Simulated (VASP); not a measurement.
Write the native input for VASP 6.6.1 that does the following.

- Task: relaxation of cell and atoms
- Functional: PBE
- Dispersion: D3(BJ)
- Potentials or basis: VASP PAW PBE potentials, release 64 (Se)
- Cutoff: 600 eV
- k mesh: 6 × 6 × 4
- Occupations: gaussian, width 0.1 eV
- Spin: no spin polarisation
- Dipole correction: no
- Further INCAR settings: ALGO = Normal; EDIFF = 1e-06; IBRION = 2; EDIFFG = -0.05; NSW = 100; ISIF = 3

The structure of Se lies in POSCAR:

```
Se
1.0
    4.3551696776      0.0000000000      0.0000000000
   -2.1775848388      3.7716875786      0.0000000000
    0.0000000000      0.0000000000      4.9494500000
Se
3
Direct
    0.2170000000      0.0000000000      0.1666666667
    0.0000000000      0.2170000000      0.8333333333
    0.7830000000      0.7830000000      0.5000000000
```

These files were run (other wordings do the same):

INCAR

```
SYSTEM = Se
  PREC = Accurate
  ENCUT = 600
  EDIFF = 1E-6
  ISMEAR = 0
  SIGMA = 0.1
  LREAL = .False.
  LASPH = .True.
  NELM = 60
  ALGO = Normal
  ISIF = 3
  LWAVE = .False.
  LCHARG = .False.
  GGA = PE
  IVDW = 12
  IBRION = 2
  NSW = 100
  EDIFFG = -0.05
```

KPOINTS

```
regular mesh
0
Gamma
  6 6 4
  0 0 0
```

Potentials or basis: VASP PAW PBE potentials, release 64 (Se).

Launch:

```sh
$ cat potpaw_PBE.64/Se/POTCAR > POTCAR
$ mpirun -np 1 vasp_std > vasp.out
```

It gave:

The relaxed volume is 24.52 Å³/atom, the relaxed cell is a = 4.072 Å, b = 4.072 Å, c = 5.122 Å, α = 90.00°, β = 90.00°, γ = 120.00° and the space group after relaxing (to 0.05 Å) is P3_221 (No. 154). The energy gained by relaxing is 56.6 meV/atom. The ionic steps are 16. The pressure after relaxing is 0.1 GPa. The largest force after relaxing is 0.009 eV/Å and the band gap on the k mesh is 0.54 eV, direct. The dispersion energy per atom is -0.356 eV.

Caveat: the relaxation stopped at a loose force limit of 0.05 eV/Å, so its end isn't a converged minimum.

It took 8.6 min on 1 thread of AMD EPYC 7R13 (shared host), peak memory 0.21 GiB.
